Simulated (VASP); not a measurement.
# Cu (Fm-3m) in VASP: notebook, part 2 of 2

VASP 6.6.1. The steps go on from the part before.

### Step 3. Single point, r2SCAN (volume scaled by 0.55)

POSCAR

```
Cu
1.0
    0.0000000000      1.4654019268      1.4654019268
    1.4654019268      0.0000000000      1.4654019268
    1.4654019268      1.4654019268      0.0000000000
Cu
1
Direct
    0.0000000000      0.0000000000      0.0000000000
```

INCAR.step1

```
SYSTEM = Cu
PREC     = Accurate       ! precision mode
ENCUT    = 520            ! plane-wave cutoff, eV
ISMEAR   = -1             ! smearing method
SIGMA    = 0.1            ! smearing width, eV
LREAL    = .FALSE.        ! projectors in reciprocal space
LASPH    = .TRUE.         ! aspherical terms in the spheres
NELM     = 60             ! most SCF steps
NBANDS   = 12             ! bands
GGA      = PE             ! functional
ALGO     = Normal         ! electronic algorithm
EDIFF    = 1E-4           ! SCF threshold, eV
LWAVE    = .TRUE.         ! write WAVECAR
LCHARG   = .FALSE.        ! write CHGCAR
```

INCAR.step2

```
SYSTEM = Cu
PREC     = Accurate       ! precision mode
ENCUT    = 520            ! plane-wave cutoff, eV
EDIFF    = 1E-6           ! SCF threshold, eV
ISMEAR   = -1             ! smearing method
SIGMA    = 0.1            ! smearing width, eV
LREAL    = .FALSE.        ! projectors in reciprocal space
LASPH    = .TRUE.         ! aspherical terms in the spheres
NELM     = 60             ! most SCF steps
ALGO     = Normal         ! electronic algorithm
ISIF     = 2              ! what is computed and relaxed
LWAVE    = .FALSE.        ! write WAVECAR
LCHARG   = .TRUE.         ! write CHGCAR
METAGGA  = R2SCAN         ! meta-GGA
LMIXTAU  = .TRUE.       
LELF     = .TRUE.         ! ELF
LVHAR    = .TRUE.       
NBANDS   = 12             ! bands
ISTART   = 1
```

KPOINTS

```
regular mesh
0
G
  20 20 20
  0 0 0
```

Potentials or basis: VASP PAW PBE potentials, release 64 (Cu).

On the command line:

```
> cat potpaw_PBE.64/Cu/POTCAR > POTCAR
> cp INCAR.step1 INCAR
> mpirun -np 1 vasp_std > vasp.out
> cp INCAR.step2 INCAR
> mpirun -np 1 vasp_std > vasp.out
```

OUTCAR:

```text
SYSTEM = Cu
   PREC = Accurate
   ENCUT = 520
   EDIFF = 1E-6
   ISMEAR = -1
   LREAL = .FALSE.
   LASPH = .TRUE.
   NELM = 60
   ISIF = 2
   METAGGA = R2SCAN
   ISTART = 1

 ion  position               nearest neighbor table
   1  0.000  0.000  0.000-

  LATTYP: Found a face centered cubic cell.
 ALAT       =     2.9308038536

  Lattice vectors:

 A1 = (   0.0000000000,   1.4654019268,   1.4654019268)
 A2 = (   1.4654019268,   0.0000000000,   1.4654019268)
 A3 = (   1.4654019268,   1.4654019268,   0.0000000000)

Analysis of symmetry for initial positions (statically):
=====================================================================
 Subroutine PRICEL returns:
 Original cell was already a primitive cell.

 Routine SETGRP: Setting up the symmetry group for a
 face centered cubic supercell.

 Subroutine GETGRP returns: Found 48 space group operations
 (whereof 48 operations were pure point group operations)
 out of a pool of 48 trial point group operations.

The static configuration has the point symmetry O_h .

Analysis of symmetry for dynamics (positions and initial velocities):
=====================================================================
 Subroutine PRICEL returns:
 Original cell was already a primitive cell.

 Routine SETGRP: Setting up the symmetry group for a
 face centered cubic supercell.

 Subroutine GETGRP returns: Found 48 space group operations
 (whereof 48 operations were pure point group operations)
 out of a pool of 48 trial point group operations.

The dynamic configuration has the point symmetry O_h .

 Subroutine INISYM returns: Found 48 space group operations
 (whereof 48 operations are pure point group operations),
 and found     1 'primitive' translations

----------------------------------------------------------------------------------------

                                     Primitive cell

  volume of cell :       6.2936
[... 106 lines left out ...]
     AMIX     =   0.40;   BMIX     =  1.00
     AMIX_MAG =   1.60;   BMIX_MAG =  1.00
  volume/ion in A,a.u.               =       6.29        42.47
  Fermi-wavevector in a.u.,A,eV,Ry     =   1.971994  3.726529 52.909808  3.888761
  Thomas-Fermi vector in A             =   2.994379
   LORBIT       =      0    0 simple, 1 ext, 2 COOP (PROOUT), +10 PAW based schemes
   METAGGA = R2SCAN    functional components
   LHFCALC =     F    Hartree Fock is set to
   AEXX    =    0.0000 exact exchange contribution
   IVDW    =     0    specifies the selected vdW correction
   LEPSILON=     F    determine dielectric tensor
   LRPA    =     F    only Hartree local field effects (RPA)
 non-spin polarized calculation
  energy-cutoff  :      520.00
  volume of cell :        6.29
 maximum number of plane-waves:       178
   NGX =  7   NGY =  7   NGZ =  7

 number of electron      10.9999989 magnetization

 Free energy of the ion-electron system (eV)
  ---------------------------------------------------
  ext. energy  EPLUGINS =         0.00000000
  ---------------------------------------------------
  free energy    TOTEN  =        -6.97307485 eV

  energy without entropy =       -6.96569498  energy(sigma->0) =       -6.96938492

 E-fermi :  18.9406     XC(G=0): -18.5744

 val. band max:       18.9402633282   @ k =  -0.2000   0.3000   0.1000
 cond. band min:      19.0028790153   @ k =   0.4500   0.4500   0.0000
 fundamental gap:      0.0626156871
 Fermi energy:        18.9405930324

 k-point     1 :       0.0000    0.0000    0.0000
  band No.  band energies     occupation
      1       2.6652      2.00000
      2      12.2240      2.00000
      3      12.2241      2.00000
      4      12.2241      2.00000
      5      14.4272      2.00000
      6      14.4272      2.00000
      7      46.1608      0.00000
      8      54.8574      0.00000
      9      54.8577      0.00000
     10      54.8577      0.00000
     11      60.8936      0.00000
     12      60.8938      0.00000
[... 331 lines left out ...]
 k-point    24 :      -0.3500    0.0500    0.0000
  band No.  band energies     occupation
      1       7.6653      2.00000
      2      12.2160      2.00000
      3      12.3333      2.00000
      4      12.6543      2.00000
      5      15.2402      2.00000
      6      15.9313      2.00000
      7      31.4100      0.00000
      8      44.9369      0.00000
      9      51.4520      0.00000
     10      55.2425      0.00000
     11      56.2827      0.00000
     12      58.7278      0.00000

 [... further k-points ...]
[... 5 lines left out ...]
  --------------------------------------------------------------------------------------
  -------------------------------------------------------------------------------------
  Total       16.8004568     16.8004568     16.8004568      0.0000000      0.0000000      0.0000000
  in kB     4276.9227103   4276.9227103   4276.9227103      0.0000000      0.0000000      0.0000000
  external PRESSURE =    4276.9227103 kB  Pullay stress =       0.0000000 kB

 VOLUME and BASIS-vectors are now :
 -----------------------------------------------------------------------------
  energy-cutoff  :      520.00
  volume of cell :        6.29
      direct lattice vectors                 reciprocal lattice vectors
     0.000000000  1.465401927  1.465401927    -0.341203318  0.341203318  0.341203318
     1.465401927  0.000000000  1.465401927     0.341203318 -0.341203318  0.341203318
     1.465401927  1.465401927  0.000000000     0.341203318  0.341203318 -0.341203318

 POSITION                                       TOTAL-FORCE (eV/Angst)
 -----------------------------------------------------------------------------------
      0.00000      0.00000      0.00000         0.000000      0.000000     -0.000000
 -----------------------------------------------------------------------------------
    total drift:                                0.000000      0.000000     -0.000000

  FREE ENERGIE OF THE ION-ELECTRON SYSTEM (eV)
  ---------------------------------------------------
  free  energy   TOTEN  =        -6.9730748467 eV

  energy  without entropy=       -6.9656949838  energy(sigma->0) =       -6.96938492
```

Wall time 37 s (1 thread of Intel Xeon 6975P-C, shared host); peak memory 0.13 GiB.

What came out:

```yaml
Free_energy: -6.9731 eV
Pressure: 427.7 GPa
```

Caveat: the PAW data sets were made with another functional, which shifts forces and pressure a little.

### Step 4. Single point, r2SCAN (volume scaled by 0.64)

POSCAR

```
Cu
1.0
    0.0000000000      1.5413307865      1.5413307865
    1.5413307865      0.0000000000      1.5413307865
    1.5413307865      1.5413307865      0.0000000000
Cu
1
Direct
    0.0000000000      0.0000000000      0.0000000000
```

INCAR.step1

```
PREC = Accurate ; ENCUT = 520
ISMEAR = -1 ; SIGMA = 0.1
LREAL = F ; LASPH = T
NELM = 60 ; NBANDS = 12
GGA = PE ; ALGO = Normal
EDIFF = 1E-4 ; LWAVE = T
LCHARG = F
```

INCAR.step2

```
PREC = Accurate ; ENCUT = 520
EDIFF = 1E-6 ; ISMEAR = -1
SIGMA = 0.1 ; LREAL = F
LASPH = T ; NELM = 60
ALGO = Normal ; ISIF = 2
LWAVE = F ; LCHARG = F
METAGGA = R2SCAN ; LMIXTAU = T
NBANDS = 12 ; ISTART = 1
```

KPOINTS

```
Automatic mesh
0
Gamma
  20 20 20
```

Potentials or basis: VASP PAW PBE potentials, release 64 (Cu).

On the command line:

```
> cat potpaw_PBE.64/Cu/POTCAR > POTCAR
> cp INCAR.step1 INCAR
> mpirun -np 1 vasp_std > vasp.out
> cp INCAR.step2 INCAR
> mpirun -np 1 vasp_std > vasp.out
```

OUTCAR:

```text
PREC = Accurate
   ENCUT = 520
   EDIFF = 1E-6
   ISMEAR = -1
   LREAL = F
   LASPH = T
   NELM = 60
   ISIF = 2
   METAGGA = R2SCAN
   ISTART = 1

 ion  position               nearest neighbor table
   1  0.000  0.000  0.000-

  LATTYP: Found a face centered cubic cell.
 ALAT       =     3.0826615730

  Lattice vectors:

 A1 = (   0.0000000000,   1.5413307865,   1.5413307865)
 A2 = (   1.5413307865,   0.0000000000,   1.5413307865)
 A3 = (   1.5413307865,   1.5413307865,   0.0000000000)
[... 528 lines left out ...]
      3       9.9379      2.00000
      4      10.0961      2.00000
      5      12.2348      2.00000
      6      12.7832      2.00000
      7      26.4247      0.00000
      8      40.4986      0.00000
      9      45.2317      0.00000
     10      48.6097      0.00000
     11      49.7244      0.00000
     12      52.2029      0.00000

 [... further k-points ...]
[... 5 lines left out ...]
  --------------------------------------------------------------------------------------
  -------------------------------------------------------------------------------------
  Total       10.0357065     10.0357065     10.0357065      0.0000000      0.0000000      0.0000000
  in kB     2195.5381003   2195.5381003   2195.5381003      0.0000000      0.0000000      0.0000000
  external PRESSURE =    2195.5381003 kB  Pullay stress =       0.0000000 kB

 VOLUME and BASIS-vectors are now :
 -----------------------------------------------------------------------------
  energy-cutoff  :      520.00
  volume of cell :        7.32
      direct lattice vectors                 reciprocal lattice vectors
     0.000000000  1.541330787  1.541330787    -0.324395000  0.324395000  0.324395000
     1.541330787  0.000000000  1.541330787     0.324395000 -0.324395000  0.324395000
     1.541330787  1.541330787  0.000000000     0.324395000  0.324395000 -0.324395000

 POSITION                                       TOTAL-FORCE (eV/Angst)
 -----------------------------------------------------------------------------------
      0.00000      0.00000      0.00000        -0.000000     -0.000000      0.000000
 -----------------------------------------------------------------------------------
    total drift:                                0.000000      0.000000      0.000000

  FREE ENERGIE OF THE ION-ELECTRON SYSTEM (eV)
  ---------------------------------------------------
  free  energy   TOTEN  =        -8.9804748562 eV

  energy  without entropy=       -8.9729199404  energy(sigma->0) =       -8.97669740
```

OUTCAR.step1:

```text
PREC = Accurate
   ENCUT = 520
   ISMEAR = -1
   LREAL = F
   LASPH = T
   NELM = 60
[... 573 lines left out ...]

 POSITION                                       TOTAL-FORCE (eV/Angst)
 -----------------------------------------------------------------------------------
      0.00000      0.00000      0.00000         0.000000      0.000000      0.000000
 -----------------------------------------------------------------------------------
    total drift:                                0.000000      0.000000      0.000000

  FREE ENERGIE OF THE ION-ELECTRON SYSTEM (eV)
  ---------------------------------------------------
  free  energy   TOTEN  =        -1.6257214434 eV

  energy  without entropy=       -1.6179540658  energy(sigma->0) =       -1.62183775
```

Run time: 27 s. Hardware: 1 thread of Intel Xeon 6975P-C, shared host; peak memory 0.13 GiB.

What came out:

```yaml
Free_energy: -8.9805 eV
Pressure: 219.6 GPa
```

Caveat: the PAW data sets were made with another functional, which shifts forces and pressure a little.

### Step 5. Single point, r2SCAN (volume scaled by 0.72)

POSCAR

```
Cu
1.0
    0.0000000000      1.6030486175      1.6030486175
    1.6030486175      0.0000000000      1.6030486175
    1.6030486175      1.6030486175      0.0000000000
Cu
1
Direct
    0.0000000000      0.0000000000      0.0000000000
```

INCAR.step1

```
SYSTEM = Cu
PREC     = Accurate       ! precision mode
ENCUT    = 520            ! plane-wave cutoff, eV
ISMEAR   = -1             ! smearing method
SIGMA    = 0.1            ! smearing width, eV
LREAL    = .FALSE.        ! projectors in reciprocal space
LASPH    = .TRUE.         ! aspherical terms in the spheres
NELM     = 80             ! most SCF steps
NBANDS   = 12             ! bands
GGA      = PE             ! functional
ALGO     = Normal         ! electronic algorithm
EDIFF    = 1E-4           ! SCF threshold, eV
LWAVE    = .TRUE.         ! write WAVECAR
LCHARG   = .FALSE.        ! write CHGCAR
```

INCAR.step2

```
SYSTEM = Cu
PREC     = Accurate       ! precision mode
ENCUT    = 520            ! plane-wave cutoff, eV
EDIFF    = 1E-6           ! SCF threshold, eV
ISMEAR   = -1             ! smearing method
SIGMA    = 0.1            ! smearing width, eV
LREAL    = .FALSE.        ! projectors in reciprocal space
LASPH    = .TRUE.         ! aspherical terms in the spheres
NELM     = 80             ! most SCF steps
ALGO     = Normal         ! electronic algorithm
ISIF     = 2              ! what is computed and relaxed
LWAVE    = .FALSE.        ! write WAVECAR
LCHARG   = .FALSE.        ! write CHGCAR
METAGGA  = R2SCAN         ! meta-GGA
LMIXTAU  = .TRUE.       
NBANDS   = 12             ! bands
ISTART   = 1
```

KPOINTS

```
regular mesh
0
G
  20 20 20
  0 0 0
```

On the command line:

```
> cat potpaw_PBE.64/Cu/POTCAR > POTCAR
> cp INCAR.step1 INCAR
> mpirun -np 1 vasp_std > vasp.out
> cp INCAR.step2 INCAR
> mpirun -np 1 vasp_std > vasp.out
```

Run time: 68 s. Hardware: 1 thread of Intel Xeon 6975P-C, shared host; peak memory 0.14 GiB.

Results (log left out):

- Free energy: -9.9344 eV
- Pressure: 122.2 GPa

Levels at points of the mesh, in eV from the Fermi level:
```tsv
k point	band 4	band 5	band 6	band 7	band 8	band 9
(0.00, 0.00, 0.00)	-4.73	-3.29	-3.29	26.05	32.16	32.16
(0.50, 0.00, 0.00)	-2.39	-2.28	-2.28	6.13	24.38	29.37
(0.50, 0.50, 0.00)	-2.01	-2.01	1.22	10.22	16.84	16.84
```

Caveat: the PAW data sets were made with another functional, which shifts forces and pressure a little.

### Step 6. The runs side by side

```tsv
cell	gap on the mesh (eV)	pressure (GPa)
a = 2.072 Å, angles 60.0°, 1 atom	none	427.7
a = 2.180 Å, angles 60.0°, 1 atom	none	219.6
a = 2.267 Å, angles 60.0°, 1 atom	none	122.2
```

Alike in all rows: task single point; level r2SCAN; potentials or basis VASP PAW PBE potentials, release 64 (Cu); no spin polarisation; k mesh 20 × 20 × 20; cutoff (eV) 520; smearing fermi-dirac 0.1 eV.

Caveats: the PAW data sets were made with another functional, which shifts forces and pressure a little.

Total energies depend on the potentials used, so only differences within one code and one set of settings carry meaning.
